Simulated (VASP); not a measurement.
Wanted: the native input for a VASP 6.6.1 run.

| Item | Value |
| --- | --- |
| Task | single point |
| Functional | r2SCAN |
| Dispersion | D3(BJ) |
| Potentials or basis | VASP PAW PBE potentials, release 64 (Sn_d, Se) |
| Cutoff | 520 eV |
| k mesh | 4 × 8 × 6 |
| Occupations | gaussian, width 0.05 eV |
| Spin | no spin polarisation |
| Dipole correction | no |
| Further INCAR settings | ALGO = Normal; EDIFF = 1e-07; NBANDS = 50 |

The system is SnSe.

```
Sn Se
1.0
    11.42000    0.00000    0.00000
     0.00000    4.19000    0.00000
     0.00000    0.00000    4.46000
Sn Se
4 4
Direct
  0.11754 0.25000 0.10677
  0.38246 0.75000 0.60677
  0.61754 0.25000 0.39323
  0.88246 0.75000 0.89323
  0.35447 0.25000 0.01176
  0.14553 0.75000 0.51176
  0.85447 0.25000 0.48824
  0.64553 0.75000 0.98824
```

The input as run:

POSCAR

```
SnSe
1.0
   11.4200000000      0.0000000000      0.0000000000
    0.0000000000      4.1900000000      0.0000000000
    0.0000000000      0.0000000000      4.4600000000
Sn Se
4 4
Direct
    0.1175419167      0.2500000000      0.1067650513
    0.3824580833      0.7500000000      0.6067650513
    0.6175419167      0.2500000000      0.3932349487
    0.8824580833      0.7500000000      0.8932349487
    0.3544739250      0.2500000000      0.0117640554
    0.1455260750      0.7500000000      0.5117640554
    0.8544739250      0.2500000000      0.4882359446
    0.6455260750      0.7500000000      0.9882359446
```

INCAR.step1

```
  ALGO = Normal
  EDIFF = 1E-4
  ENCUT = 520
  GGA = PE
  ISMEAR = 0
  LASPH = True
  LCHARG = False
  LREAL = False
  LWAVE = True
  NBANDS = 50
  NELM = 100
  PREC = Accurate
  SIGMA = 0.05
```

INCAR.step2

```
  ALGO = Normal
  EDIFF = 1E-7
  ENCUT = 520
  ISIF = 2
  ISMEAR = 0
  ISTART = 1
  IVDW = 12
  LASPH = True
  LCHARG = True
  LELF = True
  LMIXTAU = True
  LREAL = False
  LVHAR = True
  LWAVE = False
  METAGGA = R2SCAN
  NBANDS = 50
  NELM = 100
  PREC = Accurate
  SIGMA = 0.05
  VDW_A1 = 0.49484001
  VDW_A2 = 5.73083694
  VDW_S6 = 1.0
  VDW_S8 = 0.78981345
```

KPOINTS

```
k-points
0
Gamma
  4 8 6
```

Potentials or basis: VASP PAW PBE potentials, release 64 (Sn_d, Se).

Launch:

```bash
$ cat potpaw_PBE.64/Sn_d/POTCAR potpaw_PBE.64/Se/POTCAR > POTCAR
$ cp INCAR.step1 INCAR
$ mpirun -np 1 vasp_std > vasp.out
$ cp INCAR.step2 INCAR
$ mpirun -np 1 vasp_std > vasp.out
```

It gave:

The pressure is 0.4 GPa. The largest force is 0.020 eV/Å, the band gap on the k mesh is 1.04 eV (least direct gap 1.22 eV) and the dispersion energy per atom is -0.169 eV.

Caveat: the PAW data sets were made with another functional, which shifts forces and pressure a little; spin-orbit coupling is left out, which moves the levels of the heavy elements.

Run time: 74 min on 1 thread of Oxide Virtual Turin-like Processor, with other jobs on the host, peak memory 0.64 GiB.
